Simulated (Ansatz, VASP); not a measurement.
**One calculation of KYSe2, two programs**

File INCAR:

```
SYSTEM = KYSe2
ALGO = Normal
EDIFF = 1E-6
ENCUT = 520
GGA = PE
ISIF = 2
ISMEAR = -1
LASPH = .True.
LCHARG = .True.
LELF = .True.
LREAL = .False.
LVHAR = .True.
LWAVE = .False.
NBANDS = 24
NELM = 80
PREC = Accurate
SIGMA = 0.02
```

File KPOINTS:

```
k-points
0
Gamma
  6 6 4
  0 0 0
```

Contents of POSCAR:

```
KYSe2
1.0
    4.5508529094      0.0000000000      0.0000000000
    0.0000000000      4.5508529094      0.0000000000
    0.0000000000      0.0000000000      5.8682761278
K Se Y
1 2 1
Direct
    0.0000000000      0.0000000000      0.0000000000
    0.0000000000      0.0000000000      0.5000000000
    0.5000000000      0.5000000000      0.0000000000
    0.5000000000      0.5000000000      0.5000000000
```

Input for Ansatz:

```yaml
crystal:
  lattice:
    - [4.5508529094, 0.0, 0.0]
    - [0.0, 4.5508529094, 0.0]
    - [0.0, 0.0, 5.8682761278]
  atoms:
    - { symbol: K, position: [0.0, 0.0, 0.0] }
    - { symbol: Se, position: [0.0, 0.0, 0.5] }
    - { symbol: "Y", position: [0.5, 0.5, 0.5] }
    - { symbol: Se, position: [0.5, 0.5, 0.0] }
kpoints:
  mp_grid: { grid: [6, 6, 4] }
  band_path:
    path:
      - [0.0, 0.0, 0.0]
      - [0.0, 0.5, 0.0]
      - [0.5, 0.5, 0.0]
      - [0.0, 0.0, 0.5]
      - [0.0, 0.5, 0.5]
      - [0.5, 0.5, 0.5]
    npoints: 1
hamiltonian:
  xc: pbe
scf:
  occupations: { method: fermi_dirac, width: 0.02 }
  n_extra_bands: 5
output:
  forces: true
  stress: true
  eigenvalues: true
```

Change from the starting cell: biaxial_xy strain +5.3%.

Alike in both runs: task single point; functional PBE; k mesh 6 × 6 × 4; occupations fermi-dirac, width 0.02 eV; no spin polarisation.

|  | VASP | Ansatz |
| --- | --- | --- |
| version | VASP 6.6.1 | Ansatz 0.2.0 |
| potentials or method | VASP PAW PBE potentials, release 64 (K_sv, Se, Y_sv) | plane waves, PAW |
| plane-wave cutoff (eV) | 520 | 420 |
| valence electrons in the cell | 32 | 52 |

|  | VASP | Ansatz | Ansatz less VASP |
| --- | --- | --- | --- |
| pressure (GPa) | -2.9 | -3.0 | -0.08 |

VASP's potentials hold 32 valence electrons a cell and Ansatz's 52, so a difference there can come from the potentials and not from the codes.
